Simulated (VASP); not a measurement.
# W (Fd-3m) in VASP: further runs

Runs on W. Level: BLYP. Tasks: single point.

Program: VASP 6.6.1. These are calculated values, not measurements. Logs are shortened: lines on timing, memory, paths and dates and some standing lists are left out, and cuts for length are marked.

## (1) The cell of the first run

Symmetry: Fd-3m, No. 227, cubic system. Conventional cell: a = 5.668 Å, b = 5.668 Å, c = 5.668 Å, α = 90.00°, β = 90.00°, γ = 90.00°. Within 3.2 Å of W (site symmetry -43m) lie 4 W at 2.45 Å.

## (2) Single point, BLYP (volume scaled by 0.88)

The input, INCAR:

```
SYSTEM = W
PREC = Accurate ; ENCUT = 520
EDIFF = 1E-6 ; ISMEAR = -1
SIGMA = 0.1 ; LREAL = .False.
LASPH = .True. ; NELM = 80
ALGO = Normal ; ISIF = 2
LWAVE = .False. ; LCHARG = .True.
GGA = B5 ; ALDAX = 1.0
AGGAX = 1.0 ; AGGAC = 1.0
ALDAC = 0.0 ; LELF = .True.
LVHAR = .True. ; NBANDS = 21
```

The input, KPOINTS:

```
regular mesh
0
Gamma
  10 10 10
  0 0 0
```

The input, POSCAR:

```
W
1.0
    0.0000000000      2.8340334413      2.8340334413
    2.8340334413      0.0000000000      2.8340334413
    2.8340334413      2.8340334413      0.0000000000
W
2
Direct
    0.1250000000      0.1250000000      0.1250000000
    0.8750000000      0.8750000000      0.8750000000
```

Potentials or basis: VASP PAW PBE potentials, release 64 (W_sv).

Started as:

```
> cat potpaw_PBE.64/W_sv/POTCAR > POTCAR
> mpirun -np 1 vasp_std > vasp.out
```

OUTCAR:

```text
SYSTEM = W
   PREC = Accurate
   ENCUT = 520
   EDIFF = 1E-6
   ISMEAR = -1
   LREAL = .False.
   LASPH = .True.
   NELM = 80
   ISIF = 2
   GGA = B5

 ion  position               nearest neighbor table
   1  0.125  0.125  0.125-   2 2.45   2 2.45   2 2.45   2 2.45
   2  0.875  0.875  0.875-   1 2.45   1 2.45   1 2.45   1 2.45

  LATTYP: Found a face centered cubic cell.
 ALAT       =     5.6680668826

  Lattice vectors:

 A1 = (   0.0000000000,   2.8340334413,   2.8340334413)
 A2 = (   2.8340334413,   0.0000000000,   2.8340334413)
 A3 = (   2.8340334413,   2.8340334413,   0.0000000000)

Analysis of symmetry for initial positions (statically):
=====================================================================
 Subroutine PRICEL returns:
 Original cell was already a primitive cell.

 Routine SETGRP: Setting up the symmetry group for a
 face centered cubic supercell.

 Subroutine GETGRP returns: Found 48 space group operations
 (whereof 12 operations were pure point group operations)
 out of a pool of 48 trial point group operations.

The static configuration has the point symmetry D_3d.
 The point group associated with its full space group is O_h .

Analysis of symmetry for dynamics (positions and initial velocities):
=====================================================================
 Subroutine PRICEL returns:
 Original cell was already a primitive cell.

 Routine SETGRP: Setting up the symmetry group for a
 face centered cubic supercell.

 Subroutine GETGRP returns: Found 48 space group operations
 (whereof 12 operations were pure point group operations)
 out of a pool of 48 trial point group operations.

The dynamic configuration has the point symmetry D_3d.
 The point group associated with its full space group is O_h .

 Subroutine INISYM returns: Found 48 space group operations
 (whereof 12 operations are pure point group operations),
 and found     1 'primitive' translations

----------------------------------------------------------------------------------------

                                     Primitive cell

  volume of cell :      45.5245

  direct lattice vectors                    reciprocal lattice vectors
     0.000000000  2.834033441  2.834033441    -0.176426994  0.176426994  0.176426994
     2.834033441  0.000000000  2.834033441     0.176426994 -0.176426994  0.176426994
     2.834033441  2.834033441  0.000000000     0.176426994  0.176426994 -0.176426994

  length of vectors
     4.007928529  4.007928529  4.007928529     0.305580517  0.305580517  0.305580517

  position of ions in fractional coordinates (direct lattice)
     0.125000000  0.125000000  0.125000000
     0.875000000  0.875000000  0.875000000

  ion indices of the primitive-cell ions
   primitive index   ion index
                 1           1
                 2           2

----------------------------------------------------------------------------------------

 KPOINTS: regular mesh

Automatic generation of k-mesh.
 Grid dimensions read from file:
 generate k-points for:   10   10   10

 Generating k-lattice:

  Cartesian coordinates                     Fractional coordinates (reciprocal lattice)
    -0.017642699  0.017642699  0.017642699     0.100000000  0.000000000  0.000000000
     0.017642699 -0.017642699  0.017642699     0.000000000  0.100000000  0.000000000
     0.017642699  0.017642699 -0.017642699     0.000000000  0.000000000  0.100000000

  Length of vectors
     0.030558052  0.030558052  0.030558052

  Shift w.r.t. Gamma in fractional coordinates (k-lattice)
     0.000000000  0.000000000  0.000000000

 Subroutine IBZKPT returns following result:
 ===========================================

 Found     47 irreducible k-points:

 Following reciprocal coordinates:
            Coordinates               Weight
  0.000000  0.000000  0.000000      1.000000
  0.100000  0.000000  0.000000      8.000000
  0.200000  0.000000  0.000000      8.000000
  0.300000  0.000000  0.000000      8.000000
  0.400000  0.000000  0.000000      8.000000
  0.500000  0.000000  0.000000      4.000000
[... 16 lines left out ...]
  0.300000  0.300000  0.000000      6.000000
  0.400000  0.300000  0.000000     24.000000
 [... further k-points ...]
   k-points           NKPTS =     47   k-points in BZ     NKDIM =     47   number of bands    NBANDS=     21
   number of dos      NEDOS =    301   number of ions     NIONS =      2
   total plane-waves  NPLWV =  27000
   dimension x,y,z NGX =    30 NGY =   30 NGZ =   30
   dimension x,y,z NGXF=    60 NGYF=   60 NGZF=   60
   ions per type =               2
   NGX,Y,Z   is equivalent  to a cutoff of  12.44, 12.44, 12.44 a.u.
   NGXF,Y,Z  is equivalent  to a cutoff of  24.89, 24.89, 24.89 a.u.
 SYSTEM =  W
   PREC   = accura    normal or accurate (medium, high low for compatibility)
   ISTART =      0    job   : 0-new  1-cont  2-samecut
   ICHARG =      2    charge: 1-file 2-atom 10-const
   ISPIN  =      1    spin polarized calculation?
   LNONCOLLINEAR =      F non collinear calculations
   LSORBIT =      F    spin-orbit coupling
   LASPH  =      T    aspherical Exc in radial PAW
   ENCUT  =  520.0 eV  38.22 Ry    6.18 a.u.   7.45  7.45  7.45*2*pi/ulx,y,z
   NELM   =     80;   NELMIN=  2; NELMDL= -5     # of ELM steps
   EDIFF  = 0.1E-05   stopping-criterion for ELM
   LREAL  =      F    real-space projection
   EDIFFG = 0.1E-04   stopping-criterion for IOM
   NSW    =      0    number of steps for IOM
   IBRION =     -1    ionic relax: 0-MD 1-quasi-New 2-CG
   NFREE  =      0    steps in history (QN), initial steepest desc. (CG)
   ISIF   =      2    stress and relaxation
   ISYM   =      2    0-nonsym 1-usesym 2-fastsym
   POTIM  = 0.5000    time-step for ionic-motion
   TEBEG  =    0.0;   TEEND  =   0.0 temperature during run
   PSTRESS=    0.0 pullay stress
   NELECT =      28.0000    total number of electrons
   NUPDOWN=      -1.0000    fix difference up-down
   EMIN   =  10.00;   EMAX   =-10.00  energy-range for DOS
   EFERMI =   0.00;   METHOD = LEGACY
   ISMEAR =    -1;   SIGMA  =   0.10  broadening in eV -4-tet -1-fermi 0-gaus
   EFERMI_NEDOS =   21; number of points for ismear=-14 and -15
   IALGO  =     38    algorithm
   IMIX   =      4    mixing-type and parameters
     AMIX     =   0.40;   BMIX     =  1.00
     AMIX_MAG =   1.60;   BMIX_MAG =  1.00
  volume/ion in A,a.u.               =      22.76       153.61
  Fermi-wavevector in a.u.,A,eV,Ry     =   1.392235  2.630943 26.372420  1.938318
  Thomas-Fermi vector in A             =   2.515997
   LORBIT       =      0    0 simple, 1 ext, 2 COOP (PROOUT), +10 PAW based schemes
   GGA     = B5    functional components
   LHFCALC =     F    Hartree Fock is set to
   AEXX    =    0.0000 exact exchange contribution
   IVDW    =     0    specifies the selected vdW correction
   LEPSILON=     F    determine dielectric tensor
   LRPA    =     F    only Hartree local field effects (RPA)
 non-spin polarized calculation
  energy-cutoff  :      520.00
  volume of cell :       45.52
 maximum number of plane-waves:      1244
 NGX is ok and might be reduce to    30
   NGX = 15   NGY = 15   NGZ = 15

 number of electron      28.0000007 magnetization

 Free energy of the ion-electron system (eV)
  ---------------------------------------------------
  ext. energy  EPLUGINS =         0.00000000
  ---------------------------------------------------
  free energy    TOTEN  =       -18.26351672 eV

  energy without entropy =      -18.17493221  energy(sigma->0) =      -18.21922446

 E-fermi :   6.6627     XC(G=0): -10.5178

 val. band max:        6.6475099933   @ k =  -0.4000   0.4000   0.0000
 cond. band min:       6.6746351917   @ k =  -0.4000   0.4000   0.1000
 fundamental gap:      0.0271251984
 Fermi energy:         6.6626581564

 k-point     1 :       0.0000    0.0000    0.0000
  band No.  band energies     occupation
      1     -66.0506      2.00000
      2     -65.6034      2.00000
      3     -31.0119      2.00000
      4     -31.0119      2.00000
      5     -31.0119      2.00000
      6     -29.8559      2.00000
[... 13 lines left out ...]
     20      17.9160      0.00000
     21      18.4551      0.00000

 k-point     2 :       0.1000    0.0000    0.0000
  band No.  band energies     occupation
      1     -66.0426      2.00000
      2     -65.6118      2.00000
      3     -31.0257      2.00000
      4     -31.0257      2.00000
      5     -31.0105      2.00000
      6     -29.8582      2.00000
[... 13 lines left out ...]
     20      17.5179      0.00000
     21      18.7178      0.00000

 k-point     3 :       0.2000    0.0000    0.0000
  band No.  band energies     occupation
      1     -66.0201      2.00000
      2     -65.6352      2.00000
      3     -31.0601      2.00000
      4     -31.0601      2.00000
      5     -31.0074      2.00000
      6     -29.8636      2.00000
[... 13 lines left out ...]
     20      16.9538      0.00000
     21      17.2336      0.00000

 k-point     4 :       0.3000    0.0000    0.0000
  band No.  band energies     occupation
      1     -65.9876      2.00000
      2     -65.6686      2.00000
      3     -31.0999      2.00000
      4     -31.0999      2.00000
      5     -31.0046      2.00000
      6     -29.8690      2.00000
[... 13 lines left out ...]
     20      14.4810      0.00000
     21      17.0360      0.00000

 k-point     5 :       0.4000    0.0000    0.0000
  band No.  band energies     occupation
      1     -65.9553      2.00000
      2     -65.7017      2.00000
      3     -31.1303      2.00000
      4     -31.1303      2.00000
      5     -31.0032      2.00000
      6     -29.8723      2.00000
[... 13 lines left out ...]
     20      12.4995      0.00000
     21      17.0263      0.00000

 k-point     6 :       0.5000    0.0000    0.0000
  band No.  band energies     occupation
      1     -65.9405      2.00000
      2     -65.7169      2.00000
      3     -31.1416      2.00000
      4     -31.1416      2.00000
      5     -31.0028      2.00000
      6     -29.8733      2.00000
[... 13 lines left out ...]
     20      11.6850      0.00000
     21      17.0376      0.00000

 k-point     7 :       0.1000    0.1000    0.0000
  band No.  band energies     occupation
      1     -66.0399      2.00000
      2     -65.6146      2.00000
      3     -31.0420      2.00000
      4     -31.0420      2.00000
      5     -30.9846      2.00000
      6     -29.8864      2.00000
[... 13 lines left out ...]
     20      17.4233      0.00000
     21      18.9443      0.00000
[... 291 lines left out ...]
      1     -65.9151      2.00000
      2     -65.7426      2.00000
      3     -31.2598      2.00000
      4     -31.1747      2.00000
      5     -30.8009      2.00000
      6     -30.0749      2.00000
[... 13 lines left out ...]
     20      11.9729      0.00000
     21      14.9828      0.00000

 k-point    21 :      -0.3000    0.2000    0.0000
  band No.  band energies     occupation
      1     -65.9404      2.00000
      2     -65.7169      2.00000
      3     -31.2424      2.00000
      4     -31.1417      2.00000
      5     -30.8439      2.00000
      6     -30.0302      2.00000
[... 13 lines left out ...]
     20      13.1799      0.00000
     21      15.0882      0.00000

 k-point    22 :      -0.2000    0.2000    0.0000
  band No.  band energies     occupation
      1     -65.9746      2.00000
      2     -65.6820      2.00000
      3     -31.1942      2.00000
      4     -31.1016      2.00000
      5     -30.9057      2.00000
      6     -29.9675      2.00000
[... 13 lines left out ...]
     20      15.0124      0.00000
     21      15.7729      0.00000

 k-point    23 :       0.3000    0.3000    0.0000
  band No.  band energies     occupation
      1     -65.9599      2.00000
      2     -65.6971      2.00000
      3     -31.1931      2.00000
      4     -31.1931      2.00000
      5     -30.7816      2.00000
      6     -30.1071      2.00000
[... 13 lines left out ...]
     20      15.2165      0.00000
     21      15.4805      0.00000

 k-point    24 :       0.4000    0.3000    0.0000
  band No.  band energies     occupation
      1     -65.9279      2.00000
      2     -65.7297      2.00000
      3     -31.2321      2.00000
      4     -31.2215      2.00000
      5     -30.7122      2.00000
      6     -30.1781      2.00000
[... 13 lines left out ...]
     20      13.7556      0.00000
     21      14.5154      0.00000

 [... further k-points ...]
[... 5 lines left out ...]
  --------------------------------------------------------------------------------------
  -------------------------------------------------------------------------------------
  Total        5.4730809      5.4730809      5.4730809     -0.0000000     -0.0000000      0.0000000
  in kB      192.6182976    192.6182976    192.6182976     -0.0000000     -0.0000000      0.0000000
  external PRESSURE =     192.6182976 kB  Pullay stress =       0.0000000 kB

 VOLUME and BASIS-vectors are now :
 -----------------------------------------------------------------------------
  energy-cutoff  :      520.00
  volume of cell :       45.52
      direct lattice vectors                 reciprocal lattice vectors
     0.000000000  2.834033441  2.834033441    -0.176426994  0.176426994  0.176426994
     2.834033441  0.000000000  2.834033441     0.176426994 -0.176426994  0.176426994
     2.834033441  2.834033441  0.000000000     0.176426994  0.176426994 -0.176426994

 POSITION                                       TOTAL-FORCE (eV/Angst)
 -----------------------------------------------------------------------------------
      0.70851      0.70851      0.70851        -0.000000     -0.000000     -0.000000
      4.95956      4.95956      4.95956         0.000000      0.000000      0.000000
 -----------------------------------------------------------------------------------
    total drift:                               -0.000000      0.000000      0.000000

  FREE ENERGIE OF THE ION-ELECTRON SYSTEM (eV)
  ---------------------------------------------------
  free  energy   TOTEN  =       -18.2635167171 eV

  energy  without entropy=      -18.1749322127  energy(sigma->0) =      -18.21922446
```

Wall time 28 s (1 thread of Intel Xeon 6975P-C (Granite Rapids), shared host); peak memory 0.18 GiB.

What came out:

```
Free energy            : -18.2635 eV
Pressure               : 19.3 GPa
Band gap on the k mesh : zero (band 14 reaches 7.11 eV, above the bottom of band 15 at 6.38 eV)
```

Caveat: the PAW data sets were made with another functional, which shifts forces and pressure a little; spin-orbit coupling is left out, which moves the levels of the heavy elements.

(Part 1 of 2 ends here.)
